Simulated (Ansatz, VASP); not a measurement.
## Si2N: VASP beside Ansatz

```
CELL_PARAMETERS angstrom
2.71107 0.00000 0.00000
-1.35554 2.34786 0.00000
0.00000 0.00000 11.05885
ATOMIC_POSITIONS crystal
Si 0.00000 0.00000 0.75015
Si 0.00000 0.00000 0.24985
Si 0.00000 0.00000 0.00000
Si 0.00000 0.00000 0.50000
N 0.33333 0.66667 0.90687
N 0.66667 0.33333 0.09313
```

Change from the starting cell: ordered vacancies on the anion sites of nickel arsenide (P-3m1, No. 164).

Alike in both runs: functional PBE; k mesh 6 × 6 × 2; occupations gaussian, width 0.1 eV; no spin polarisation.

Ansatz relaxed the structure, and its values are those at the end. VASP's run is a single point on that final structure, the one shown.

|  | VASP | Ansatz |
| --- | --- | --- |
| version | VASP 6.6.1 | Ansatz 0.2.0 |
| potentials or method | VASP PAW PBE potentials, release 64 (Si, N), cutoff 520 eV | scalar-relativistic, plane waves, PAW |
| valence electrons in the cell | 26 | 26 |

|  | VASP | Ansatz | Ansatz less VASP |
| --- | --- | --- | --- |
| gap on the k mesh at the Fermi level (eV) | none | none | - |
| pressure (GPa) | 0.0 | 0.0 | +0.03 |

A gap of «none» marks a metal or a gap that the smearing closes.

The k mesh is coarse, so the values compare programs but aren't converged.
